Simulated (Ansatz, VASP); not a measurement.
## Ni: VASP beside Ansatz

Contents of POSCAR:

```
Ni
1.0
    2.5422688939      0.0000000000      0.0000000000
   -1.2711344469      2.2016694449      0.0000000000
    0.0000000000      0.0000000000      4.2296058570
Ni
2
Direct
    0.3333333333      0.6666666667      0.2500000000
    0.6666666667      0.3333333333      0.7500000000
```

INCAR.step1

```
ALGO = Normal
EDIFF = 1E-4
ENCUT = 520
GGA = PE
ISMEAR = 1
ISPIN = 2
LASPH = T
LCHARG = F
LMAXMIX = 4
LREAL = F
LWAVE = T
MAGMOM = 1.5 1.5
NBANDS = 21
NELM = 150
PREC = Accurate
SIGMA = 0.02
```

INCAR.step2

```
ALGO = Normal
EDIFF = 1E-6
ENCUT = 520
ISIF = 2
ISMEAR = 1
ISPIN = 2
ISTART = 1
LASPH = T
LCHARG = F
LMAXMIX = 4
LMIXTAU = T
LORBIT = 11
LREAL = F
LWAVE = F
MAGMOM = 1.5 1.5
METAGGA = R2SCAN
NBANDS = 21
NELM = 150
PREC = Accurate
SIGMA = 0.02
```

KPOINTS

```
k-points
0
Gamma
  13 13 7
```

Input for Ansatz:

```yaml
crystal:
  lattice:
    - [2.5422688938892866, 0.0, 0.0]
    - [-1.2711344469446433, 2.2016694448958627, 0.0]
    - [0.0, 0.0, 4.229605857039906]
  atoms:
    - { symbol: Ni, position: [0.3333333333333333, 0.6666666666666666, 0.25], spin: 1.5 }
    - { symbol: Ni, position: [0.6666666666666666, 0.3333333333333333, 0.75], spin: 1.5 }
accuracy: low
basis:
  ecutwfc: 557.833418042754
kpoints:
  mp_grid:
    grid: [13, 13, 7]
hamiltonian:
  xc: r2scan
magnetization:
  spin_polarized: true
scf:
  mixing:
    algorithm: broyden
  occupations:
    method: methfessel_paxton
    width: 0.02
output:
  stress: true
```

Alike in both runs: task single point; functional r2SCAN; k mesh 13 × 13 × 7; occupations methfessel-paxton of order 1, width 0.02 eV; collinear spin.

|  | VASP | Ansatz |
| --- | --- | --- |
| version | VASP 6.6.1 | Ansatz 0.2.0 |
| potentials or method | VASP PAW PBE potentials, release 64 (Ni), cutoff 520 eV | plane waves, PAW |
| valence electrons in the cell | 20 | 36 |

```tsv
	VASP	Ansatz	Ansatz less VASP
pressure (GPa)	-19.4	-18.3	+1.17
traceless stress, the component that is largest in VASP (GPa)	1.98	0.95	-1.026
net moment per atom (μB)	0.69	0.78	+0.091
size of the moment on the site where the two differ most (μB)	0.73	0.86	+0.121
```

VASP's potentials were made for PBE, not for r2SCAN. Site moments also hang on the region over which each program counts them. VASP's potentials hold 20 valence electrons a cell and Ansatz's 36, so a difference there can come from the potentials and not from the codes. Ansatz's warnings: stability check not made.
